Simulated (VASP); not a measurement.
A run of VASP 6.6.1:

The input INCAR:

```
SYSTEM = Cu
ALGO = Fast ; EDIFF = 1E-6
EDIFFG = -0.003 ; ENCUT = 600
GGA = PE ; IBRION = 2
ISIF = 3 ; ISMEAR = 0
LASPH = .True. ; LCHARG = .False.
LREAL = .False. ; LWAVE = .False.
NELM = 80 ; NSW = 50
PREC = Accurate ; PSTRESS = 211.0
SIGMA = 0.1
```

File KPOINTS:

```
k-points
0
Gamma
  20 20 20
  0 0 0
```

The input POSCAR:

```
Cu
1.0
    0.0000000000      1.7548952361      1.7548952361
    1.7548952361      0.0000000000      1.7548952361
    1.7548952361      1.7548952361      0.0000000000
Cu
1
Direct
    0.0000000000      0.0000000000      0.0000000000
```

Potentials or basis: VASP PAW PBE potentials, release 64 (Cu).

Run with:

```console
$ cat potpaw_PBE.64/Cu/POTCAR > POTCAR
$ mpirun -np 1 vasp_std > vasp.out
```

Hardware: 1 thread of Intel(R) Xeon(R) Platinum 8375C CPU @ 2.90GHz (Ice Lake), on a shared host.

Question: Estimate the wall time of this run.

Answer: Wall time 99 s on 1 thread of Intel(R) Xeon(R) Platinum 8375C CPU @ 2.90GHz (Ice Lake), on a shared host, peak memory 0.15 GiB. Counts: scf iterations 46, k points 256, ion steps 6.
